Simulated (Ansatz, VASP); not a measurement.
Si in VASP and in Ansatz

Contents of POSCAR:

```
Si
1.0
    0.0000000000      2.7135600000      2.7135600000
    2.7135600000      0.0000000000      2.7135600000
    2.7135600000      2.7135600000      0.0000000000
Si
2
Direct
    0.7500000000      0.7500000000      0.7500000000
    0.5000000000      0.5000000000      0.5000000000
```

INCAR.step1

```
SYSTEM = Si
  PREC = Accurate
  ENCUT = 520
  EDIFF = 1E-5
  ISMEAR = 0
  SIGMA = 0.1
  LREAL = .False.
  LASPH = .True.
  NELM = 100
  ALGO = Normal
  ISIF = 2
  LWAVE = .True.
  GGA = PE
  NBANDS = 11
```

File INCAR.step2:

```
SYSTEM = Si
  PREC = Accurate
  ENCUT = 520
  EDIFF = 1E-6
  ISMEAR = 0
  SIGMA = 0.1
  LREAL = .False.
  LASPH = .True.
  NELM = 100
  ALGO = Normal
  ISIF = 2
  LWAVE = .False.
  LCHARG = .True.
  GGA = PE
  LHFCALC = .True.
  HFSCREEN = 0.2079
  PRECFOCK = Normal
  LELF = .True.
  LVHAR = .True.
  ISTART = 1
  NBANDS = 11
```

The input KPOINTS:

```
Automatic mesh
0
Gamma
  6 6 6
  0 0 0
```

Input for Ansatz:

```yaml
crystal:
  lattice:
    - [0.0, 2.71356, 2.71356]
    - [2.71356, 0.0, 2.71356]
    - [2.71356, 2.71356, 0.0]
  atoms:
    - { symbol: Si, position: [0.75, 0.75, 0.75] }
    - { symbol: Si, position: [0.5, 0.5, 0.5] }
basis:
  ecutwfc: 420
kpoints:
  mp_grid: { grid: [6, 6, 6] }
hamiltonian:
  xc: hse06
scf:
  occupations: { method: gaussian, width: 0.1 }
output:
  forces: true
  stress: true
  eigenvalues: true
```

Alike in both runs: task single point; functional HSE06; k mesh 6 × 6 × 6; occupations gaussian, width 0.1 eV; no spin polarisation.

|  | VASP | Ansatz |
| --- | --- | --- |
| version | VASP 6.6.1 | Ansatz 0.2.0 |
| potentials or method | VASP PAW PBE potentials, release 64 (Si), cutoff 520 eV | scalar-relativistic, plane waves, PAW |
| valence electrons in the cell | 8 | 8 |

VASP gave:

```
gap on the k mesh at the Fermi level (eV) : 1.29
least direct gap on the mesh (eV)         : 3.33
pressure (GPa)                            : 0.4
```

**Question.** What did Ansatz give for the same quantities?

**Answer.** gap on the k mesh at the Fermi level (eV): 1.28; least direct gap on the mesh (eV): 3.32; pressure (GPa): 0.8.

Ansatz's warnings: stress exchange threshold loose, stress scf threshold loose.
